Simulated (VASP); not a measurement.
Runs of VASP 6.6.1 on Ag. The structure is that of space group Fm-3m (No. 225), or close to it. The cells are those of the table. 

| cell | gap on the mesh (eV) | pressure (GPa) |
| --- | --- | --- |
| a = 2.781 Å, angles 60.0°, 1 atom | none | (a) |
| a = 2.931 Å, angles 60.0°, 1 atom | none | -2.7 |
| a = 2.873 Å, angles 60.0°, 1 atom | none | 3.6 |
| a = 2.812 Å, angles 60.0°, 1 atom | none | 13.2 |
| a = 2.889 Å, angles 60.0°, 1 atom | none | (b) |

Alike in all rows: task single point; level r2SCAN; potentials or basis VASP PAW PBE potentials, release 64 (Ag); no spin polarisation; k mesh 18 × 18 × 18; cutoff (eV) 520; smearing gaussian 0.1 eV.

Q: Estimate the missing entries.

A: (a) 19.6; (b) 1.6.

Caveats: the PAW data sets were made with another functional, which shifts forces and pressure a little.

A k mesh can miss the band edges, and the runs leave out spin-orbit coupling on Ag.

A gap of «none» marks levels without a gap at the run's occupations.
